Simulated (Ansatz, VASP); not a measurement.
## Pb: VASP beside Ansatz

The input INCAR:

```
PREC = Accurate
ENCUT = 520
EDIFF = 1E-7
ISMEAR = 0
SIGMA = 0.1
LREAL = F
LASPH = T
NELM = 80
ALGO = Fast
ISIF = 2
LWAVE = F
LCHARG = T
LDIPOL = T
IDIPOL = 3
DIPOL = 0.5 0.5 0.500
GGA = PE
LELF = T
LVHAR = T
LVACPOTAV = T
NBANDS = 43
```

File KPOINTS:

```
regular mesh
0
Gamma
  10 10 1
```

Contents of POSCAR:

```
Pb
1.0
    3.5652332684      0.0000000000      0.0000000000
    0.0000000000      3.5652332684      0.0000000000
    0.0000000000      0.0000000000     25.0840024825
Pb
5
Direct
    0.5000000000      0.5000000000      0.2989953459
    0.0000000000      0.0000000000      0.3994976730
    0.5000000000      0.5000000000      0.5000000000
    0.0000000000      0.0000000000      0.6005023270
    0.5000000000      0.5000000000      0.7010046541
```

Input for Ansatz:

```yaml
crystal:
  lattice:
    - [3.5652332684, 0.0, 0.0]
    - [0.0, 3.5652332684, 0.0]
    - [0.0, 0.0, 25.0840024825]
  atoms:
    - { symbol: Pb, position: [0.5, 0.5, 0.2989953459] }
    - { symbol: Pb, position: [0.0, 0.0, 0.399497673] }
    - { symbol: Pb, position: [0.5, 0.5, 0.5] }
    - { symbol: Pb, position: [0.0, 0.0, 0.600502327] }
    - { symbol: Pb, position: [0.5, 0.5, 0.7010046541] }
basis:
  ecutwfc: 420
kpoints:
  mp_grid: { grid: [10, 10, 1] }
hamiltonian:
  xc: pbe
scf:
  occupations: { method: gaussian, width: 0.1 }
output:
  forces: true
  eigenvalues: true
  write_density: true
  write_potential: true
  elf: true
  volumetric_format: npy
efield:
  axis: 3
  dipole_correction: true
  ramp_width: 0.04
```

Alike in both runs: task single point; functional PBE; k mesh 10 × 10 × 1; occupations gaussian, width 0.1 eV; no spin polarisation.

```csv
,VASP,Ansatz
version,VASP 6.6.1,Ansatz 0.2.0
potentials or method,"VASP PAW PBE potentials, release 64 (Pb_d), cutoff 520 eV","scalar-relativistic, plane waves, PAW"
valence electrons in the cell,70,70
```

```csv
,VASP,Ansatz,Ansatz less VASP
gap on the k mesh at the Fermi level (eV),none,none,-
rms of the force components (eV/Å),0.095,0.095,0.0000
"work function, face that differs most (eV)",3.70,3.70,+0.001
```

Atom by atom the forces differ by 0.000 eV/Å (rms over components). A gap of «none» marks a metal or a gap that the smearing closes. The functional is the same, so the differences come from potentials, cutoffs and numerics. Ansatz's warnings: xc potential rough in thin density.

Spin-orbit coupling is off throughout.
